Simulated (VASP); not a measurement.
Runs of VASP 6.6.1 on Ir. The structure is that of space group Fm-3m (No. 225), or close to it. The cells are those of the table. 

```tsv
task	cell	cutoff (eV)	gap on the mesh (eV)	pressure (GPa)
single point	a = 2.714 Å, angles 60.0°, 1 atom	520	none	-5.2
single point	a = 2.678 Å, angles 60.0°, 1 atom	520	none	11.4
single point	a = 2.696 Å, angles 60.0°, 1 atom	520	none	(a)
relaxation of cell and atoms	relaxed from a = 2.695 Å, angles 60.0°, 1 atom	600	none	0.0
```

Alike in all rows: level LDA; potentials or basis VASP PAW LDA potentials, release 64 (Ir); no spin polarisation; k mesh 20 × 20 × 20; smearing fermi-dirac 0.15 eV.

Question: Estimate the missing entries.

Answer: (a) 2.6.

Caveats: spin-orbit coupling is left out, which moves the levels of the heavy elements; the cell stands under tension (at least some runs); the cell stands under pressure (at least some runs).

A k mesh can miss the band edges, and the runs leave out spin-orbit coupling on Ir.

A gap of «none» marks levels without a gap at the run's occupations.
